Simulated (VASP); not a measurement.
SnO, 4 atoms in the cell. The structure is tetragonal, space group P4/nmm (No. 129). Conventional cell: a = 3.793 Å, b = 3.793 Å, c = 4.758 Å, α = 90.00°, β = 90.00°, γ = 90.00°. Within 2.9 Å of Sn (site symmetry 4mm) lie 4 O at 2.22 Å. O (site symmetry -4m2) has 4 Sn at 2.22 Å and 4 O at 2.68 Å within 2.9 Å. 

| Quantity | Value |
| --- | --- |
| Program | VASP 6.6.1 |
| Task | single point |
| Functional | PBE |
| Potentials or basis | VASP PAW PBE potentials, release 64 (Sn_d, O) |
| Cutoff | 520 eV |
| k mesh | 6 × 6 × 6 |
| Occupations | fermi-dirac, width 0.02 eV |
| Spin | no spin polarisation |
| Dipole correction | no |
| Further INCAR settings | ALGO = Normal; EDIFF = 1e-07; NBANDS = 28 |

Potentials or basis: VASP PAW PBE potentials, release 64 (Sn_d, O).

Command:

```sh
$ cat potpaw_PBE.64/Sn_d/POTCAR potpaw_PBE.64/O/POTCAR > POTCAR
$ mpirun -np 1 vasp_std > vasp.out
```

Hardware: 1 thread of Intel Xeon 8259CL (shared host).

Task: Estimate the wall time of this run.

Result: Run time: 76 s on 1 thread of Intel Xeon 8259CL, on a shared host, peak memory 0.21 GiB. Counts: scf iterations 15, k points 40.
